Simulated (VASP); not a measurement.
# BaHg (Pm-3m) in VASP: further runs

The runs below take BaHg through single point, with LDA.

Everything below comes from runs of VASP 6.6.1. Logs are shortened: lines on timing, memory, paths and dates and some standing lists are left out, and cuts for length are marked.

### 1 The cell of the first run

It takes space group Pm-3m (No. 221, cubic). Conventional cell: a = 4.179 Å, b = 4.179 Å, c = 4.179 Å, α = 90.00°, β = 90.00°, γ = 90.00°. Ba (site symmetry m-3m) has 8 Hg at 3.62 Å and 6 Ba at 4.18 Å within 4.8 Å. Within 4.8 Å of Hg (site symmetry m-3m) lie 8 Ba at 3.62 Å and 6 Hg at 4.18 Å.

### 2 Single point, LDA

INCAR

```
SYSTEM = BaHg
  ALGO = Normal
  EDIFF = 1E-6
  ENCUT = 500
  GGA_COMPAT = .FALSE.
  ISIF = 2
  ISMEAR = -1
  LASPH = .TRUE.
  LCHARG = .FALSE.
  LREAL = .FALSE.
  LWAVE = .FALSE.
  NBANDS = 18
  NELM = 120
  PREC = Accurate
  SIGMA = 0.3
```

KPOINTS

```
k-points
0
G
  3 3 3
  0 0 0
```

POSCAR

```
BaHg
1.0
    4.1787600000      0.0000000000      0.0000000000
    0.0000000000      4.1787600000      0.0000000000
    0.0000000000      0.0000000000      4.1787600000
Ba Hg
1 1
Direct
    0.0000000000      0.0000000000      0.0000000000
    0.5000000000      0.5000000000      0.5000000000
```

Potentials or basis: VASP PAW LDA potentials, release 64 (Ba_sv, Hg).

Command:

```console
$ cat potpaw_LDA.64/Ba_sv/POTCAR potpaw_LDA.64/Hg/POTCAR > POTCAR
$ mpirun -np 1 vasp_std > vasp.out
```

OUTCAR:

```text
SYSTEM = BaHg
   EDIFF = 1E-6
   ENCUT = 500
   ISIF = 2
   ISMEAR = -1
   LASPH = .TRUE.
   LREAL = .FALSE.
   NELM = 120
   PREC = Accurate

 ion  position               nearest neighbor table
   1  0.000  0.000  0.000-   2 3.62   2 3.62   2 3.62   2 3.62   2 3.62   2 3.62   2 3.62   2 3.62

   2  0.500  0.500  0.500-   1 3.62   1 3.62   1 3.62   1 3.62   1 3.62   1 3.62   1 3.62   1 3.62

  LATTYP: Found a simple cubic cell.
 ALAT       =     4.1787600000

  Lattice vectors:

 A1 = (   4.1787600000,   0.0000000000,   0.0000000000)
 A2 = (   0.0000000000,   4.1787600000,   0.0000000000)
 A3 = (   0.0000000000,   0.0000000000,   4.1787600000)

Analysis of symmetry for initial positions (statically):
=====================================================================
 Subroutine PRICEL returns:
 Original cell was already a primitive cell.

 Routine SETGRP: Setting up the symmetry group for a
 simple cubic supercell.

 Subroutine GETGRP returns: Found 48 space group operations
 (whereof 48 operations were pure point group operations)
 out of a pool of 48 trial point group operations.

The static configuration has the point symmetry O_h .

Analysis of symmetry for dynamics (positions and initial velocities):
=====================================================================
 Subroutine PRICEL returns:
 Original cell was already a primitive cell.

 Routine SETGRP: Setting up the symmetry group for a
 simple cubic supercell.

 Subroutine GETGRP returns: Found 48 space group operations
 (whereof 48 operations were pure point group operations)
 out of a pool of 48 trial point group operations.

The dynamic configuration has the point symmetry O_h .

 Subroutine INISYM returns: Found 48 space group operations
 (whereof 48 operations are pure point group operations),
 and found     1 'primitive' translations

----------------------------------------------------------------------------------------

                                     Primitive cell

  volume of cell :      72.9697

  direct lattice vectors                    reciprocal lattice vectors
     4.178760000  0.000000000  0.000000000     0.239305440  0.000000000  0.000000000
     0.000000000  4.178760000  0.000000000     0.000000000  0.239305440  0.000000000
     0.000000000  0.000000000  4.178760000     0.000000000  0.000000000  0.239305440

  length of vectors
     4.178760000  4.178760000  4.178760000     0.239305440  0.239305440  0.239305440

  position of ions in fractional coordinates (direct lattice)
     0.000000000  0.000000000  0.000000000
     0.500000000  0.500000000  0.500000000

  ion indices of the primitive-cell ions
   primitive index   ion index
                 1           1
                 2           2

----------------------------------------------------------------------------------------

 KPOINTS: k-points

Automatic generation of k-mesh.
 Grid dimensions read from file:
 generate k-points for:    3    3    3

 Generating k-lattice:

  Cartesian coordinates                     Fractional coordinates (reciprocal lattice)
     0.079768480  0.000000000  0.000000000     0.333333333  0.000000000  0.000000000
     0.000000000  0.079768480  0.000000000     0.000000000  0.333333333  0.000000000
     0.000000000  0.000000000  0.079768480     0.000000000  0.000000000  0.333333333

  Length of vectors
     0.079768480  0.079768480  0.079768480

  Shift w.r.t. Gamma in fractional coordinates (k-lattice)
     0.000000000  0.000000000  0.000000000

 Subroutine IBZKPT returns following result:
 ===========================================

 Found      4 irreducible k-points:

 Following reciprocal coordinates:
            Coordinates               Weight
  0.000000  0.000000  0.000000      1.000000
  0.333333  0.000000  0.000000      6.000000
  0.333333  0.333333  0.000000     12.000000
  0.333333  0.333333  0.333333      8.000000
   k-points           NKPTS =      4   k-points in BZ     NKDIM =      4   number of bands    NBANDS=     18
   number of dos      NEDOS =    301   number of ions     NIONS =      2
   total plane-waves  NPLWV =  27000
   dimension x,y,z NGX =    30 NGY =   30 NGZ =   30
   dimension x,y,z NGXF=    60 NGYF=   60 NGZF=   60
   ions per type =               1   1
   NGX,Y,Z   is equivalent  to a cutoff of  11.94, 11.94, 11.94 a.u.
   NGXF,Y,Z  is equivalent  to a cutoff of  23.87, 23.87, 23.87 a.u.
 SYSTEM =  BaHg
   PREC   = accura    normal or accurate (medium, high low for compatibility)
   ISTART =      0    job   : 0-new  1-cont  2-samecut
   ICHARG =      2    charge: 1-file 2-atom 10-const
   ISPIN  =      1    spin polarized calculation?
   LNONCOLLINEAR =      F non collinear calculations
   LSORBIT =      F    spin-orbit coupling
   LASPH  =      T    aspherical Exc in radial PAW
   ENCUT  =  500.0 eV  36.75 Ry    6.06 a.u.   7.62  7.62  7.62*2*pi/ulx,y,z
   NELM   =    120;   NELMIN=  2; NELMDL= -5     # of ELM steps
   EDIFF  = 0.1E-05   stopping-criterion for ELM
   LREAL  =      F    real-space projection
   EDIFFG = 0.1E-04   stopping-criterion for IOM
   NSW    =      0    number of steps for IOM
   IBRION =     -1    ionic relax: 0-MD 1-quasi-New 2-CG
   NFREE  =      0    steps in history (QN), initial steepest desc. (CG)
   ISIF   =      2    stress and relaxation
   ISYM   =      2    0-nonsym 1-usesym 2-fastsym
   POTIM  = 0.5000    time-step for ionic-motion
   TEBEG  =    0.0;   TEEND  =   0.0 temperature during run
   PSTRESS=    0.0 pullay stress
   NELECT =      22.0000    total number of electrons
   NUPDOWN=      -1.0000    fix difference up-down
   EMIN   =  10.00;   EMAX   =-10.00  energy-range for DOS
   EFERMI =   0.00;   METHOD = LEGACY
   ISMEAR =    -1;   SIGMA  =   0.30  broadening in eV -4-tet -1-fermi 0-gaus
   EFERMI_NEDOS =   21; number of points for ismear=-14 and -15
   IALGO  =     38    algorithm
   IMIX   =      4    mixing-type and parameters
     AMIX     =   0.40;   BMIX     =  1.00
     AMIX_MAG =   1.60;   BMIX_MAG =  1.00
  volume/ion in A,a.u.               =      36.48       246.21
  Fermi-wavevector in a.u.,A,eV,Ry     =   1.097745  2.074438 16.395632  1.205045
  Thomas-Fermi vector in A             =   2.234111
   LORBIT       =      0    0 simple, 1 ext, 2 COOP (PROOUT), +10 PAW based schemes
   GGA     = CA    functional components
   LHFCALC =     F    Hartree Fock is set to
   AEXX    =    0.0000 exact exchange contribution
   IVDW    =     0    specifies the selected vdW correction
   LEPSILON=     F    determine dielectric tensor
   LRPA    =     F    only Hartree local field effects (RPA)
 non-spin polarized calculation
  energy-cutoff  :      500.00
  volume of cell :       72.97
 maximum number of plane-waves:      1865
 NGX is ok and might be reduce to    30
   NGX = 15   NGY = 15   NGZ = 15

 number of electron      22.0000000 magnetization

 Free energy of the ion-electron system (eV)
  ---------------------------------------------------
  ext. energy  EPLUGINS =         0.00000000
  ---------------------------------------------------
  free energy    TOTEN  =        -4.53825077 eV

  energy without entropy =       -4.04086172  energy(sigma->0) =       -4.28955625

 E-fermi :   2.2719     XC(G=0):  -9.3489

 val. band max:        2.0119385592   @ k =   0.3333   0.3333   0.3333
 cond. band min:       3.1175032694   @ k =   0.3333   0.3333   0.0000
 fundamental gap:      1.1055647101
 Fermi energy:         2.2718512302

 k-point     1 :       0.0000    0.0000    0.0000
  band No.  band energies     occupation
      1     -25.9314      2.00000
      2     -10.9642      2.00000
      3     -10.9642      2.00000
      4     -10.9642      2.00000
      5      -4.8444      2.00000
      6      -4.8444      2.00000
[... 10 lines left out ...]
     17       7.1770      0.00000
     18       7.1770      0.00000

 k-point     2 :       0.3333    0.0000    0.0000
  band No.  band energies     occupation
      1     -25.9054      2.00000
      2     -11.3957      2.00000
      3     -10.9387      2.00000
      4     -10.9387      2.00000
      5      -4.8065      2.00000
      6      -4.6448      2.00000
[... 10 lines left out ...]
     17       9.6748      0.00000
     18       9.8791      0.00000

 k-point     3 :       0.3333    0.3333    0.0000
  band No.  band energies     occupation
      1     -25.8809      2.00000
      2     -11.3314      2.00000
      3     -11.2929      2.00000
      4     -10.8958      2.00000
      5      -4.7603      2.00000
      6      -4.7367      2.00000
[... 10 lines left out ...]
     17       7.3532      0.00000
     18       9.3102      0.00000

 k-point     4 :       0.3333    0.3333    0.3333
  band No.  band energies     occupation
      1     -25.8568      2.00000
      2     -11.2706      2.00000
      3     -11.2595      2.00000
      4     -11.2595      2.00000
      5      -4.7441      2.00000
      6      -4.6608      2.00000
[... 10 lines left out ...]
     17       9.8892      0.00000
     18       9.8892      0.00000

------------------------ aborting loop because EDIFF is reached ----------------------------------------

  FORCE on cell =-STRESS in cart. coord.  units (eV):
  Direction    XX          YY          ZZ          XY          YZ          ZX
  --------------------------------------------------------------------------------------
  -------------------------------------------------------------------------------------
  Total       -1.2042133     -1.2042133     -1.2042133      0.0000000     -0.0000000      0.0000000
  in kB      -26.4406249    -26.4406249    -26.4406249      0.0000000     -0.0000000      0.0000000
  external PRESSURE =     -26.4406249 kB  Pullay stress =       0.0000000 kB

 VOLUME and BASIS-vectors are now :
 -----------------------------------------------------------------------------
  energy-cutoff  :      500.00
  volume of cell :       72.97
      direct lattice vectors                 reciprocal lattice vectors
     4.178760000  0.000000000  0.000000000     0.239305440  0.000000000  0.000000000
     0.000000000  4.178760000  0.000000000     0.000000000  0.239305440  0.000000000
     0.000000000  0.000000000  4.178760000     0.000000000  0.000000000  0.239305440

 POSITION                                       TOTAL-FORCE (eV/Angst)
 -----------------------------------------------------------------------------------
      0.00000      0.00000      0.00000         0.000000      0.000000      0.000000
      2.08938      2.08938      2.08938         0.000000      0.000000      0.000000
 -----------------------------------------------------------------------------------
    total drift:                                0.000000      0.000000      0.000000

  FREE ENERGIE OF THE ION-ELECTRON SYSTEM (eV)
  ---------------------------------------------------
  free  energy   TOTEN  =        -4.5382507731 eV

  energy  without entropy=       -4.0408617181  energy(sigma->0) =       -4.28955625
```

Wall time 2.4 s (1 thread of Intel Xeon 6975P-C (Granite Rapids), shared host); peak memory 0.14 GiB.

Results:

```
Free energy            : -4.5383 eV
Pressure               : -2.6 GPa
Band gap on the k mesh : zero (bands 11 and 12 overlap by 1.18 eV)
```

Caveat: the k points lie up to 0.50 Å⁻¹ apart, too coarse for converged energies and pressures of a metal; so wide a smearing shifts energies and pressures; spin-orbit coupling is left out, which moves the levels of the heavy elements.

### 3 Single point, LDA

INCAR

```
SYSTEM = BaHg
PREC = Accurate
ENCUT = 500
EDIFF = 1E-6
ISMEAR = -1
SIGMA = 0.2
LREAL = .FALSE.
LASPH = .TRUE.
NELM = 120
ALGO = Normal
ISIF = 2
LWAVE = .FALSE.
LCHARG = .FALSE.
NBANDS = 18
GGA_COMPAT = .FALSE.
```

KPOINTS

```
regular mesh
0
G
  3 3 3
  0 0 0
```

POSCAR is that of step 2.

Potentials or basis: VASP PAW LDA potentials, release 64 (Ba_sv, Hg).

Command:

```console
$ cat potpaw_LDA.64/Ba_sv/POTCAR potpaw_LDA.64/Hg/POTCAR > POTCAR
$ mpirun -np 1 vasp_std > vasp.out
```

OUTCAR:

```text
SYSTEM = BaHg
   PREC = Accurate
   ENCUT = 500
   EDIFF = 1E-6
   ISMEAR = -1
   LREAL = .FALSE.
   LASPH = .TRUE.
   NELM = 120
   ISIF = 2

 ion  position               nearest neighbor table
   1  0.000  0.000  0.000-   2 3.62   2 3.62   2 3.62   2 3.62   2 3.62   2 3.62   2 3.62   2 3.62

   2  0.500  0.500  0.500-   1 3.62   1 3.62   1 3.62   1 3.62   1 3.62   1 3.62   1 3.62   1 3.62

  LATTYP: Found a simple cubic cell.
 ALAT       =     4.1787600000

  Lattice vectors:

[... 249 lines left out ...]

  FORCE on cell =-STRESS in cart. coord.  units (eV):
  Direction    XX          YY          ZZ          XY          YZ          ZX
  --------------------------------------------------------------------------------------
  -------------------------------------------------------------------------------------
  Total       -1.2934598     -1.2934598     -1.2934598     -0.0000000     -0.0000000     -0.0000000
  in kB      -28.4001883    -28.4001883    -28.4001883     -0.0000000     -0.0000000     -0.0000000
  external PRESSURE =     -28.4001883 kB  Pullay stress =       0.0000000 kB

 VOLUME and BASIS-vectors are now :
 -----------------------------------------------------------------------------
  energy-cutoff  :      500.00
  volume of cell :       72.97
      direct lattice vectors                 reciprocal lattice vectors
     4.178760000  0.000000000  0.000000000     0.239305440  0.000000000  0.000000000
     0.000000000  4.178760000  0.000000000     0.000000000  0.239305440  0.000000000
     0.000000000  0.000000000  4.178760000     0.000000000  0.000000000  0.239305440

 POSITION                                       TOTAL-FORCE (eV/Angst)
 -----------------------------------------------------------------------------------
      0.00000      0.00000      0.00000         0.000000      0.000000      0.000000
      2.08938      2.08938      2.08938         0.000000      0.000000      0.000000
 -----------------------------------------------------------------------------------
    total drift:                                0.000000      0.000000      0.000000

  FREE ENERGIE OF THE ION-ELECTRON SYSTEM (eV)
  ---------------------------------------------------
  free  energy   TOTEN  =        -4.3927005106 eV

  energy  without entropy=       -4.1360151394  energy(sigma->0) =       -4.26435782
```

stdout:

```text
POSCAR found type information on POSCAR BaHg
 POSCAR found :  2 types and       2 ions
 scaLAPACK will be used
 LDA part: xc-table for (Slater(with rela. corr.)+CA(PZ))
 , standard interpolation
 POSCAR, INCAR and KPOINTS ok, starting setup
 FFT: planning ... GRIDC
 FFT: planning ... GRID_SOFT
 FFT: planning ... GRID
 WAVECAR not read
 entering main loop
```

It took 2.3 s on 1 thread of Intel Xeon 6975P-C (Granite Rapids), shared host; peak memory 0.14 GiB.

What came out:

```yaml
Free_energy: -4.3927 eV
Pressure: -2.8 GPa
Band_gap_on_the_k_mesh: zero (bands 11 and 12 overlap by 1.18 eV)
```

Levels at points of the mesh, in eV from the Fermi level:
```csv
k point,band 8,band 9,band 10,band 11,band 12,band 13,band 14,band 15
"(0.00, 0.00, 0.00)",-6.82,-6.82,-6.00,0.99,0.99,4.04,4.04,4.04
```

Caveat: the k points lie up to 0.50 Å⁻¹ apart, too coarse for converged energies and pressures of a metal; spin-orbit coupling is left out, which moves the levels of the heavy elements.

(Part 1 of 2 ends here.)
